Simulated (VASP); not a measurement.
# As2Pb in VASP: further runs

As2Pb is run at these levels: PBE; tasks: single point, relaxation of cell and atoms.

Everything below comes from runs of VASP 6.6.1. Logs are shortened: lines on timing, memory, paths and dates and some standing lists are left out, and cuts for length are marked.

### 1 The cell of the first run

It takes space group P4/mmm (No. 123, tetragonal). Conventional cell: a = 3.903 Å, b = 3.903 Å, c = 5.503 Å, α = 90.00°, β = 90.00°, γ = 90.00°. As (site symmetry 4mm) has 1 As at 2.29 Å within 3.0 Å. Within 4.2 Å of Pb (site symmetry 4/mmm) lie 8 As at 3.19 Å and 4 Pb at 3.90 Å.

### 2 Single point, PBE

INCAR reads:

```
  PREC = Accurate
  ENCUT = 520
  EDIFF = 1E-6
  ISMEAR = 0
  SIGMA = 0.2
  LREAL = False
  LASPH = True
  NELM = 100
  ALGO = Normal
  ISIF = 2
  LWAVE = False
  LCHARG = False
  GGA = PE
  NBANDS = 33
```

KPOINTS reads:

```
Automatic mesh
0
Gamma
  6 6 2
```

POSCAR reads:

```
As2Pb
1.0
    3.9027150201      0.0000000000      0.0000000000
    0.0000000000      3.9027150201      0.0000000000
    0.0000000000      0.0000000000     11.0057729108
As Pb
4 2
Direct
    0.5000000000      0.5000000000      0.3541102015
    0.5000000000      0.5000000000      0.8541102015
    0.5000000000      0.5000000000      0.1458897985
    0.5000000000      0.5000000000      0.6458897985
    0.0000000000      1.0000000000      0.5000000000
    0.0000000000      1.0000000000      0.0000000000
```

Potentials or basis: VASP PAW PBE potentials, release 64 (As, Pb_d).

On the command line:

```console
cat potpaw_PBE.64/As/POTCAR potpaw_PBE.64/Pb_d/POTCAR > POTCAR
mpirun -np 1 vasp_std > vasp.out
```

OUTCAR:

```text
PREC = Accurate
   ENCUT = 520
   EDIFF = 1E-6
   ISMEAR = 0
   LREAL = False
   LASPH = True
   NELM = 100
   ISIF = 2
   GGA = PE

 ion  position               nearest neighbor table
   1  0.500  0.500  0.354-   3 2.29   5 3.19   5 3.19   5 3.19   5 3.19
   2  0.500  0.500  0.854-   4 2.29   6 3.19   6 3.19   6 3.19   6 3.19
   3  0.500  0.500  0.146-   1 2.29   6 3.19   6 3.19   6 3.19   6 3.19
   4  0.500  0.500  0.646-   2 2.29   5 3.19   5 3.19   5 3.19   5 3.19
   5  0.000  0.000  0.500-   1 3.19   4 3.19   1 3.19   4 3.19   1 3.19   4 3.19   1 3.19   4 3.19

   6  0.000  0.000  0.000-   2 3.19   3 3.19   2 3.19   3 3.19   2 3.19   3 3.19   2 3.19   3 3.19

  LATTYP: Found a simple tetragonal cell.
 ALAT       =     3.9027150201
 C/A-ratio  =     2.8200298649

  Lattice vectors:

 A1 = (   3.9027150201,   0.0000000000,   0.0000000000)
 A2 = (   0.0000000000,   3.9027150201,   0.0000000000)
 A3 = (   0.0000000000,   0.0000000000,  11.0057729108)

Analysis of symmetry for initial positions (statically):
=====================================================================
 Subroutine PRICEL returns following result:

  LATTYP: Found a simple tetragonal cell.
 ALAT       =     3.9027150201
 C/A-ratio  =     1.4100149324

  Lattice vectors:

 A1 = (   3.9027150201,   0.0000000000,   0.0000000000)
 A2 = (   0.0000000000,   3.9027150201,   0.0000000000)
 A3 = (   0.0000000000,   0.0000000000,   5.5028864554)

   2 primitive cells build up your supercell.

 Routine SETGRP: Setting up the symmetry group for a
 simple tetragonal supercell.

 Subroutine GETGRP returns: Found 16 space group operations
 (whereof 16 operations were pure point group operations)
 out of a pool of 16 trial point group operations.

The static configuration has the point symmetry D_4h.

Analysis of symmetry for dynamics (positions and initial velocities):
=====================================================================
 Subroutine PRICEL returns following result:

  LATTYP: Found a simple tetragonal cell.
 ALAT       =     3.9027150201
 C/A-ratio  =     1.4100149324

  Lattice vectors:

 A1 = (   3.9027150201,   0.0000000000,   0.0000000000)
 A2 = (   0.0000000000,   3.9027150201,   0.0000000000)
 A3 = (   0.0000000000,   0.0000000000,   5.5028864554)

   2 primitive cells build up your supercell.

 Routine SETGRP: Setting up the symmetry group for a
 simple tetragonal supercell.

 Subroutine GETGRP returns: Found 16 space group operations
 (whereof 16 operations were pure point group operations)
 out of a pool of 16 trial point group operations.

The dynamic configuration has the point symmetry D_4h.

 Subroutine INISYM returns: Found 16 space group operations
 (whereof 16 operations are pure point group operations),
 and found     2 'primitive' translations

----------------------------------------------------------------------------------------

                                     Primitive cell

  volume of cell :      83.8155

  direct lattice vectors                    reciprocal lattice vectors
     3.902715020  0.000000000  0.000000000     0.256231878  0.000000000  0.000000000
     0.000000000  3.902715020  0.000000000     0.000000000  0.256231878  0.000000000
     0.000000000  0.000000000  5.502886455     0.000000000  0.000000000  0.181722812

  length of vectors
     3.902715020  3.902715020  5.502886455     0.256231878  0.256231878  0.181722812

  position of ions in fractional coordinates (direct lattice)
     0.500000000  0.500000000  0.708220403
     0.500000000  0.500000000  0.291779597
     0.000000000  0.000000000  0.000000000

  ion indices of the primitive-cell ions
   primitive index   ion index
                 1           1
                 2           3
                 3           5

----------------------------------------------------------------------------------------

 KPOINTS: Automatic mesh

Automatic generation of k-mesh.
 Grid dimensions read from file:
 generate k-points for:    6    6    2

 Generating k-lattice:

  Cartesian coordinates                     Fractional coordinates (reciprocal lattice)
     0.042705313  0.000000000  0.000000000     0.166666667  0.000000000  0.000000000
     0.000000000  0.042705313  0.000000000     0.000000000  0.166666667  0.000000000
     0.000000000  0.000000000  0.045430703     0.000000000  0.000000000  0.500000000

  Length of vectors
     0.042705313  0.042705313  0.045430703

  Shift w.r.t. Gamma in fractional coordinates (k-lattice)
     0.000000000  0.000000000  0.000000000

 Subroutine IBZKPT returns following result:
 ===========================================

 Found     20 irreducible k-points:

 Following reciprocal coordinates:
            Coordinates               Weight
  0.000000  0.000000  0.000000      1.000000
  0.166667  0.000000  0.000000      4.000000
  0.333333  0.000000  0.000000      4.000000
  0.500000  0.000000  0.000000      2.000000
  0.166667  0.166667  0.000000      4.000000
  0.333333  0.166667  0.000000      8.000000
[... 12 lines left out ...]
  0.500000  0.333333  0.500000      4.000000
  0.500000  0.500000  0.500000      1.000000
   k-points           NKPTS =     20   k-points in BZ     NKDIM =     20   number of bands    NBANDS=     33
   number of dos      NEDOS =    301   number of ions     NIONS =      6
   total plane-waves  NPLWV =  75600
   dimension x,y,z NGX =    30 NGY =   30 NGZ =   84
   dimension x,y,z NGXF=    60 NGYF=   60 NGZF=  168
   ions per type =               4   2
   NGX,Y,Z   is equivalent  to a cutoff of  12.78, 12.78, 12.69 a.u.
   NGXF,Y,Z  is equivalent  to a cutoff of  25.56, 25.56, 25.38 a.u.
 SYSTEM =  unknown system
   PREC   = accura    normal or accurate (medium, high low for compatibility)
   ISTART =      0    job   : 0-new  1-cont  2-samecut
   ICHARG =      2    charge: 1-file 2-atom 10-const
   ISPIN  =      1    spin polarized calculation?
   LNONCOLLINEAR =      F non collinear calculations
   LSORBIT =      F    spin-orbit coupling
   LASPH  =      T    aspherical Exc in radial PAW
   ENCUT  =  520.0 eV  38.22 Ry    6.18 a.u.   7.26  7.26 20.46*2*pi/ulx,y,z
   NELM   =    100;   NELMIN=  2; NELMDL= -5     # of ELM steps
   EDIFF  = 0.1E-05   stopping-criterion for ELM
   LREAL  =      F    real-space projection
   EDIFFG = 0.1E-04   stopping-criterion for IOM
   NSW    =      0    number of steps for IOM
   IBRION =     -1    ionic relax: 0-MD 1-quasi-New 2-CG
   NFREE  =      0    steps in history (QN), initial steepest desc. (CG)
   ISIF   =      2    stress and relaxation
   ISYM   =      2    0-nonsym 1-usesym 2-fastsym
   POTIM  = 0.5000    time-step for ionic-motion
   TEBEG  =    0.0;   TEEND  =   0.0 temperature during run
   PSTRESS=    0.0 pullay stress
   NELECT =      48.0000    total number of electrons
   NUPDOWN=      -1.0000    fix difference up-down
   EMIN   =  10.00;   EMAX   =-10.00  energy-range for DOS
   EFERMI =   0.00;   METHOD = LEGACY
   ISMEAR =     0;   SIGMA  =   0.20  broadening in eV -4-tet -1-fermi 0-gaus
   EFERMI_NEDOS =   21; number of points for ismear=-14 and -15
   IALGO  =     38    algorithm
   IMIX   =      4    mixing-type and parameters
     AMIX     =   0.40;   BMIX     =  1.00
     AMIX_MAG =   1.60;   BMIX_MAG =  1.00
  volume/ion in A,a.u.               =      27.94       188.54
  Fermi-wavevector in a.u.,A,eV,Ry     =   1.079039  2.039088 15.841607  1.164325
  Thomas-Fermi vector in A             =   2.214994
   LORBIT       =      0    0 simple, 1 ext, 2 COOP (PROOUT), +10 PAW based schemes
   GGA     = PE    functional components
   LHFCALC =     F    Hartree Fock is set to
   AEXX    =    0.0000 exact exchange contribution
   IVDW    =     0    specifies the selected vdW correction
   LEPSILON=     F    determine dielectric tensor
   LRPA    =     F    only Hartree local field effects (RPA)
 non-spin polarized calculation
 Gauss-broadening in eV      SIGMA  =   0.20
  energy-cutoff  :      520.00
  volume of cell :      167.63
 maximum number of plane-waves:      4566
 NGX is ok and might be reduce to    30

 number of electron      47.9999986 magnetization

 Free energy of the ion-electron system (eV)
  ---------------------------------------------------
  ext. energy  EPLUGINS =         0.00000000
  ---------------------------------------------------
  free energy    TOTEN  =       -24.63156750 eV

  energy without entropy =      -24.58713004  energy(sigma->0) =      -24.60934877

 E-fermi :   4.3419     XC(G=0):  -9.3608

 val. band max:        4.2702312812   @ k =   0.5000   0.5000   0.0000
 cond. band min:       4.4144751029   @ k =   0.1667   0.1667   0.5000
 fundamental gap:      0.1442438217
 Fermi energy:         4.3418815746

 k-point     1 :       0.0000    0.0000    0.0000
  band No.  band energies     occupation
      1     -12.5434      2.00000
      2     -12.5433      2.00000
      3     -12.5085      2.00000
      4     -12.5069      2.00000
      5     -12.4633      2.00000
      6     -12.4633      2.00000
[... 25 lines left out ...]
     32       8.9312      0.00000
     33       9.1659      0.00000

 k-point     2 :       0.1667    0.0000    0.0000
  band No.  band energies     occupation
      1     -12.5296      2.00000
      2     -12.5294      2.00000
      3     -12.4959      2.00000
      4     -12.4945      2.00000
      5     -12.4777      2.00000
      6     -12.4754      2.00000
[... 25 lines left out ...]
     32       9.4715      0.00000
     33      10.0856      0.00000

 k-point     3 :       0.3333    0.0000    0.0000
  band No.  band energies     occupation
      1     -12.5183      2.00000
      2     -12.5178      2.00000
      3     -12.5059      2.00000
      4     -12.5003      2.00000
      5     -12.4789      2.00000
      6     -12.4787      2.00000
[... 25 lines left out ...]
     32       8.6360      0.00000
     33       9.6276      0.00000

 k-point     4 :       0.5000    0.0000    0.0000
  band No.  band energies     occupation
      1     -12.5198      2.00000
      2     -12.5154      2.00000
      3     -12.5147      2.00000
      4     -12.5127      2.00000
      5     -12.4881      2.00000
      6     -12.4879      2.00000
[... 25 lines left out ...]
     32       8.4047      0.00000
     33      10.0044      0.00000

 k-point     5 :       0.1667    0.1667    0.0000
  band No.  band energies     occupation
      1     -12.5081      2.00000
      2     -12.5079      2.00000
      3     -12.4919      2.00000
      4     -12.4903      2.00000
      5     -12.4785      2.00000
      6     -12.4754      2.00000
[... 460 lines left out ...]
 k-point    18 :       0.3333    0.3333    0.5000
  band No.  band energies     occupation
      1     -12.5289      2.00000
      2     -12.5289      2.00000
      3     -12.4936      2.00000
      4     -12.4936      2.00000
      5     -12.4882      2.00000
      6     -12.4882      2.00000
[... 25 lines left out ...]
     32       8.2445      0.00000
     33       9.4270      0.00000

 k-point    19 :       0.5000    0.3333    0.5000
  band No.  band energies     occupation
      1     -12.5449      2.00000
      2     -12.5449      2.00000
      3     -12.5016      2.00000
      4     -12.5016      2.00000
      5     -12.4869      2.00000
      6     -12.4869      2.00000
[... 25 lines left out ...]
     32       7.9699      0.00000
     33       9.5033      0.00000

 k-point    20 :       0.5000    0.5000    0.5000
  band No.  band energies     occupation
      1     -12.5632      2.00000
      2     -12.5632      2.00000
      3     -12.4967      2.00000
      4     -12.4967      2.00000
      5     -12.4967      2.00000
      6     -12.4967      2.00000
[... 25 lines left out ...]
     32       7.8849      0.00000
     33       9.3468      0.00000

------------------------ aborting loop because EDIFF is reached ----------------------------------------

  FORCE on cell =-STRESS in cart. coord.  units (eV):
  Direction    XX          YY          ZZ          XY          YZ          ZX
  --------------------------------------------------------------------------------------
  -------------------------------------------------------------------------------------
  Total        0.3182773      0.3182773      0.3573986      0.0000000      0.0000000      0.0000000
  in kB        3.0420194      3.0420194      3.4159320      0.0000000      0.0000000      0.0000000
  external PRESSURE =       3.1666569 kB  Pullay stress =       0.0000000 kB

 VOLUME and BASIS-vectors are now :
 -----------------------------------------------------------------------------
  energy-cutoff  :      520.00
  volume of cell :      167.63
      direct lattice vectors                 reciprocal lattice vectors
     3.902715020  0.000000000  0.000000000     0.256231878  0.000000000  0.000000000
     0.000000000  3.902715020  0.000000000     0.000000000  0.256231878  0.000000000
     0.000000000  0.000000000 11.005772911     0.000000000  0.000000000  0.090861406

 POSITION                                       TOTAL-FORCE (eV/Angst)
 -----------------------------------------------------------------------------------
      1.95136      1.95136      3.89726        -0.000000     -0.000000     -0.065020
      1.95136      1.95136      9.40014        -0.000000      0.000000     -0.065020
      1.95136      1.95136      1.60563         0.000000     -0.000000      0.065020
      1.95136      1.95136      7.10852         0.000000     -0.000000      0.065020
      0.00000      0.00000      5.50289         0.000000      0.000000     -0.000000
      0.00000      0.00000      0.00000         0.000000      0.000000     -0.000000
 -----------------------------------------------------------------------------------
    total drift:                               -0.000000      0.000000      0.000000

  FREE ENERGIE OF THE ION-ELECTRON SYSTEM (eV)
  ---------------------------------------------------
  free  energy   TOTEN  =       -24.6315674999 eV

  energy  without entropy=      -24.5871300353  energy(sigma->0) =      -24.60934877
```

Wall time 2.1 min (1 thread of AMD EPYC 7R13, shared host); peak memory 0.28 GiB.

Results:

```yaml
Free_energy: -24.6316 eV
Pressure: 0.3 GPa
Largest_force: 0.065 eV/Å
Band_gap_on_the_k_mesh: zero (band 24 reaches 5.24 eV, above the bottom of band 25 at 2.91 eV)
```

Forces in eV/Å, atoms in the order of the input:
```
As   0.000  0.000 -0.065
As   0.000  0.000 -0.065
As   0.000  0.000  0.065
As   0.000  0.000  0.065
Pb   0.000  0.000  0.000
Pb   0.000  0.000  0.000
```

Levels at points of the mesh, in eV from the Fermi level:
| k point | band 21 | band 22 | band 23 | band 24 | band 25 | band 26 | band 27 | band 28 |
| --- | --- | --- | --- | --- | --- | --- | --- | --- |
| (0.00, 0.00, 0.00) | -0.49 | -0.49 | -0.45 | -0.45 | 1.80 | 1.97 | 1.97 | 2.28 |
| (0.50, 0.00, 0.00) | -1.05 | -0.58 | -0.20 | 0.33 | 1.33 | 1.43 | 2.19 | 2.43 |
| (0.50, 0.50, 0.00) | -3.43 | -2.59 | -2.59 | -0.80 | -0.07 | -0.07 | 0.44 | 1.45 |
| (0.00, 0.00, 0.50) | -1.37 | -1.37 | 0.89 | 0.89 | 0.89 | 0.89 | 1.66 | 1.66 |
| (0.50, 0.00, 0.50) | -0.42 | -0.42 | 0.17 | 0.17 | 1.77 | 1.77 | 2.13 | 2.13 |
| (0.50, 0.50, 0.50) | -2.42 | -2.42 | -1.43 | -1.43 | -1.43 | -1.43 | 0.87 | 0.87 |

Caveat: spin-orbit coupling is left out, which moves the levels of the heavy elements.

### 3 Single point, PBE

This run uses another cell than the first one: it holds 3 atoms, not 6.

INCAR reads:

```
SYSTEM = As2Pb
PREC = Accurate
ENCUT = 520
EDIFF = 1E-6
ISMEAR = 0
SIGMA = 0.1
LREAL = .False.
LASPH = .True.
NELM = 100
ALGO = Normal
ISIF = 2
LWAVE = .False.
LCHARG = .False.
GGA = PE
NBANDS = 19
```

KPOINTS reads:

```
Automatic mesh
0
Gamma
  12 12 8
  0 0 0
```

POSCAR reads:

```
As2Pb
1.0
    3.9027150201      0.0000000000      0.0000000000
    0.0000000000      3.9027150201      0.0000000000
    0.0000000000      0.0000000000      5.5028864554
As Pb
2 1
Direct
    0.5000000000      0.5000000000      0.7082204031
    0.5000000000      0.5000000000      0.2917795969
    0.0000000000      0.0000000000      0.0000000000
```

Potentials or basis: VASP PAW PBE potentials, release 64 (As, Pb_d).

On the command line:

```console
cat potpaw_PBE.64/As/POTCAR potpaw_PBE.64/Pb_d/POTCAR > POTCAR
mpirun -np 1 vasp_std > vasp.out
```

Wall time 3.5 min (1 thread of AMD EPYC 7R13, shared host); peak memory 0.32 GiB.

Results (log left out):

- Free energy: -12.3252 eV
- Pressure: 0.1 GPa
- Largest force: 0.063 eV/Å
- Band gap on the k mesh: zero (band 12 reaches 6.30 eV, above the bottom of band 13 at 2.91 eV)

Forces on the atoms (eV/Å):
```
As   0.000  0.000  0.063
As   0.000  0.000 -0.063
Pb   0.000  0.000  0.000
```

Stress tensor (GPa, compression positive):
```
0.00 0.00 0.00
0.00 0.00 0.00
0.00 0.00 0.27
```

Levels at points of the mesh, in eV from the Fermi level:
| k point | band 8 | band 9 | band 10 | band 11 | band 12 | band 13 | band 14 | band 15 | band 16 | band 17 |
| --- | --- | --- | --- | --- | --- | --- | --- | --- | --- | --- |
| (0.00, 0.00, 0.00) | -8.20 | -2.25 | -1.66 | -1.66 | 1.99 | 1.99 | 2.48 | 4.42 | 4.42 | 4.61 |
| (0.50, 0.00, 0.00) | -7.87 | -4.89 | -2.04 | -1.53 | -0.57 | 2.21 | 2.44 | 3.10 | 5.68 | 6.04 |
| (0.50, 0.50, 0.00) | -7.28 | -4.32 | -4.32 | -3.65 | -0.05 | -0.05 | 1.48 | 1.80 | 1.80 | 5.40 |
| (0.00, 0.00, 0.50) | -5.42 | -2.05 | -0.47 | -0.47 | -0.43 | -0.43 | 1.82 | 2.30 | 5.52 | 5.82 |
| (0.50, 0.00, 0.50) | -8.48 | -3.94 | -1.04 | -0.18 | 0.34 | 1.35 | 1.45 | 3.27 | 3.91 | 4.09 |
| (0.50, 0.50, 0.50) | -7.23 | -3.41 | -3.41 | -2.57 | -2.57 | -0.79 | 0.47 | 2.75 | 5.27 | 5.27 |

Caveat: spin-orbit coupling is left out, which moves the levels of the heavy elements.

[end of part 1 of 2]
